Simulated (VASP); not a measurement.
A run of VASP 6.6.1:

File INCAR:

```
PREC = Accurate ; ENCUT = 600
EDIFF = 1E-6 ; ISMEAR = -1
SIGMA = 0.08 ; LREAL = F
LASPH = T ; NELM = 100
ALGO = Normal ; ISIF = 3
LWAVE = F ; LCHARG = F
GGA = PE ; IBRION = 2
NSW = 60 ; EDIFFG = -0.005
PSTRESS = 59.0
```

Contents of KPOINTS:

```
regular mesh
0
Gamma
  22 22 20
```

The input POSCAR:

```
B
1.0
    1.9444822288      0.0000000000      0.0000000000
   -0.9722411144      1.6839710073      0.0000000000
    0.0000000000      0.0000000000      1.8278132950
B
1
Direct
    0.0000000000      0.0000000000      0.0000000000
```

Potentials or basis: VASP PAW PBE potentials, release 64 (B).

Command:

```sh
$ cat potpaw_PBE.64/B/POTCAR > POTCAR
$ mpirun -np 1 vasp_std > vasp.out
```

Hardware: 1 thread of AMD EPYC 9R45 96-Core Processor (Zen 5) (shared host).

Task: How long does it take, and how much memory?

Result: It took 79 s on 1 thread of AMD EPYC 9R45 96-Core Processor (Zen 5), with other jobs on the host, peak memory 0.1 GiB. Counts: scf iterations 134, k points 572, ion steps 27.
